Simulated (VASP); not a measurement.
Input of a VASP 6.6.1 run:

The input INCAR:

```
PREC = Accurate
ENCUT = 520
EDIFF = 1E-6
ISMEAR = -1
SIGMA = 0.04
LREAL = F
LASPH = T
NELM = 80
ALGO = Normal
ISIF = 2
LWAVE = F
LCHARG = F
GGA = PE
NBANDS = 11
```

KPOINTS

```
Automatic mesh
0
Gamma
  4 4 4
```

File POSCAR:

```
AlN
1.0
    0.0000000000      2.1839935596      2.1839935596
    2.1839935596      0.0000000000      2.1839935596
    2.1839935596      2.1839935596      0.0000000000
Al N
1 1
Direct
    0.0000000000      0.0000000000      0.0000000000
    0.2500000000      0.2500000000      0.2500000000
```

Potentials or basis: VASP PAW PBE potentials, release 64 (Al, N).

Launch:

```sh
$ cat potpaw_PBE.64/Al/POTCAR potpaw_PBE.64/N/POTCAR > POTCAR
$ mpirun -np 1 vasp_std > vasp.out
```

**Question.** Estimate the pressure.

**Answer.** 4.6 GPa.

**Question.** Predict the band gap on the k mesh.

**Answer.** 3.29 eV, indirect (least direct gap 4.18 eV).

Caveat: the k points lie up to 0.62 Å⁻¹ apart. A k mesh can miss the band edges.
